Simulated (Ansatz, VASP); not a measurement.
ReP2 in VASP and in Ansatz

```
Re P
1.0
     3.10770    0.00000    0.00000
     0.00000    3.10770    0.00000
     0.00000    0.00000    5.40686
Re P
1 2
Direct
  0.00000 0.00000 0.00000
  0.50000 0.00000 0.31109
  0.00000 0.50000 0.68891
```

Change from the starting cell: ordered vacancies on the cation sites of zinc blende (P-4m2, No. 115).

Alike in both runs: functional PBE; k mesh 4 × 4 × 4; occupations gaussian, width 0.1 eV; no spin polarisation.

Ansatz relaxed the structure, and its values are those at the end. VASP's run is a single point on that final structure, the one shown.

|  | VASP | Ansatz |
| --- | --- | --- |
| version | VASP 6.6.1 | Ansatz 0.2.0 |
| potentials or method | VASP PAW PBE potentials, release 64 (Re_sv_GW, P), cutoff 560 eV | scalar-relativistic, plane waves, PAW |
| valence electrons in the cell | 25 | 25 |

```csv
,VASP,Ansatz,Ansatz less VASP
gap on the k mesh at the Fermi level (eV),none,none,-
pressure (GPa),-0.7,-0.2,+0.48
rms of the force components (eV/Å),0.020,0.008,-0.0115
```

A gap of «none» marks a metal or a gap that the smearing closes. The functional is the same, so the differences come from potentials, cutoffs and numerics.

The k mesh is coarse, so the values compare programs but aren't converged. Neither program's run includes spin-orbit coupling.
